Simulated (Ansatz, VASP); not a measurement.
# MgO: VASP beside Ansatz

Contents of POSCAR:

```
MgO
1.0
    3.4841042127      0.0000000000      0.0000000000
   -1.7420521064      3.0173227576      0.0000000000
    0.0000000000      0.0000000000      4.1856875957
Mg O
2 2
Direct
    0.6666666667      0.3333333333      0.7500000000
    0.3333333333      0.6666666667      0.2500000000
    0.6609251093      0.3218502186      0.2413876639
    0.3333333333      0.6666666667      0.7500000000
```

Contents of INCAR.step1:

```
SYSTEM = MgO
PREC     = Accurate       ! precision mode
ENCUT    = 520            ! plane-wave cutoff, eV
ISMEAR   = 0              ! smearing method
SIGMA    = 0.05           ! smearing width, eV
LREAL    = .False.        ! projectors in reciprocal space
LASPH    = .True.         ! aspherical terms in the spheres
NELM     = 80             ! most SCF steps
NBANDS   = 16             ! bands
GGA      = PE             ! functional
ALGO     = Normal         ! electronic algorithm
EDIFF    = 1E-4           ! SCF threshold, eV
LWAVE    = .True.         ! write WAVECAR
LCHARG   = .False.        ! write CHGCAR
```

INCAR.step2

```
SYSTEM = MgO
PREC     = Accurate       ! precision mode
ENCUT    = 520            ! plane-wave cutoff, eV
EDIFF    = 1E-7           ! SCF threshold, eV
ISMEAR   = 0              ! smearing method
SIGMA    = 0.05           ! smearing width, eV
LREAL    = .False.        ! projectors in reciprocal space
LASPH    = .True.         ! aspherical terms in the spheres
NELM     = 80             ! most SCF steps
ALGO     = Normal         ! electronic algorithm
ISIF     = 2              ! what is computed and relaxed
LWAVE    = .False.        ! write WAVECAR
LCHARG   = .False.        ! write CHGCAR
METAGGA  = R2SCAN         ! meta-GGA
LMIXTAU  = .True.       
NBANDS   = 16             ! bands
ISTART   = 1
```

KPOINTS

```
regular mesh
0
Gamma
  6 6 6
  0 0 0
```

Input for Ansatz:

```yaml
crystal:
  lattice:
    - [3.4841042127, 0.0, 0.0]
    - [-1.7420521064, 3.0173227576, 0.0]
    - [0.0, 0.0, 4.1856875957]
  atoms:
    - { symbol: Mg, position: [0.6666666667, 0.3333333333, 0.75] }
    - { symbol: Mg, position: [0.3333333333, 0.6666666667, 0.25] }
    - { symbol: O, position: [0.6609251093, 0.3218502186, 0.2413876639] }
    - { symbol: O, position: [0.3333333333, 0.6666666667, 0.75] }
basis:
  ecutwfc: 500
kpoints:
  mp_grid: { grid: [6, 6, 6] }
hamiltonian:
  xc: r2scan
scf:
  occupations: { method: gaussian, width: 0.05 }
output:
  forces: true
  stress: true
  eigenvalues: true
```

Alike in both runs: task single point; functional r2SCAN; k mesh 6 × 6 × 6; occupations gaussian, width 0.05 eV; no spin polarisation.

```csv
,VASP,Ansatz
version,VASP 6.6.1,Ansatz 0.2.0
potentials or method,"VASP PAW PBE potentials, release 64 (Mg, O), cutoff 520 eV","scalar-relativistic, plane waves, PAW"
valence electrons in the cell,16,32
```

```tsv
	VASP	Ansatz	Ansatz less VASP
gap on the k mesh at the Fermi level (eV)	4.08	4.09	+0.014
least direct gap on the mesh (eV)	4.08	4.09	+0.014
pressure (GPa)	-0.7	0.1	+0.81
traceless stress, the component that is largest in VASP (GPa)	1.26	1.15	-0.109
rms of the force components (eV/Å)	0.204	0.202	-0.0024
```

VASP's potentials were made for PBE, not for r2SCAN. Atom by atom the forces differ by 0.004 eV/Å (rms over components). VASP's potentials hold 16 valence electrons a cell and Ansatz's 32, so a difference there can come from the potentials and not from the codes.
